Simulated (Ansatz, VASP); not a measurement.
Two plane-wave programs on BN

The input INCAR:

```
PREC = Accurate
ENCUT = 520
EDIFF = 1E-6
ISMEAR = 0
SIGMA = 0.02
LREAL = F
LASPH = T
NELM = 80
ALGO = Normal
ISIF = 2
LWAVE = F
LCHARG = F
GGA = PE
NBANDS = 11
```

File KPOINTS:

```
Automatic mesh
0
Gamma
  12 12 12
```

File POSCAR:

```
BN
1.0
    0.0000000000      3.5745546399      2.3369741779
    1.2705567774      0.0000000000      2.3369741779
    1.2705567774      3.5745546399      0.0000000000
B N
1 1
Direct
    0.0069735661      0.0069735661      0.9930264339
    0.6597264239      0.6597264239      0.3402735761
```

Input for Ansatz:

```yaml
crystal:
  lattice:
    - [0.0, 3.5745546399, 2.3369741779]
    - [1.2705567774, 0.0, 2.3369741779]
    - [1.2705567774, 3.5745546399, 0.0]
  atoms:
    - { symbol: B, position: [0.0069735661, 0.0069735661, 0.9930264339] }
    - { symbol: "N", position: [0.6597264239, 0.6597264239, 0.3402735761] }
basis:
  ecutwfc: 420
kpoints:
  mp_grid: { grid: [12, 12, 12] }
hamiltonian:
  xc: pbe
scf:
  occupations: { method: gaussian, width: 0.02 }
output:
  forces: true
  stress: true
  eigenvalues: true
  populations: true
```

Alike in both runs: task single point; functional PBE; k mesh 12 × 12 × 12; occupations gaussian, width 0.02 eV; no spin polarisation.

```csv
,VASP,Ansatz
version,VASP 6.6.1,Ansatz 0.2.0
potentials or method,"VASP PAW PBE potentials, release 64 (B, N), cutoff 520 eV","scalar-relativistic, plane waves, PAW"
valence electrons in the cell,8,8
```

|  | VASP | Ansatz | Ansatz less VASP |
| --- | --- | --- | --- |
| gap on the k mesh at the Fermi level (eV) | 3.96 | 3.96 | +0.005 |
| least direct gap on the mesh (eV) | 4.38 | 4.38 | +0.002 |
| pressure (GPa) | -19.2 | -19.1 | +0.01 |
| traceless stress, the component that is largest in VASP (GPa) | -27.02 | -26.96 | +0.064 |
| rms of the force components (eV/Å) | 0.935 | 0.930 | -0.0054 |

Atom by atom the forces differ by 0.005 eV/Å (rms over components). With one functional, cell and mesh, what is left measures potentials, basis and numerics.
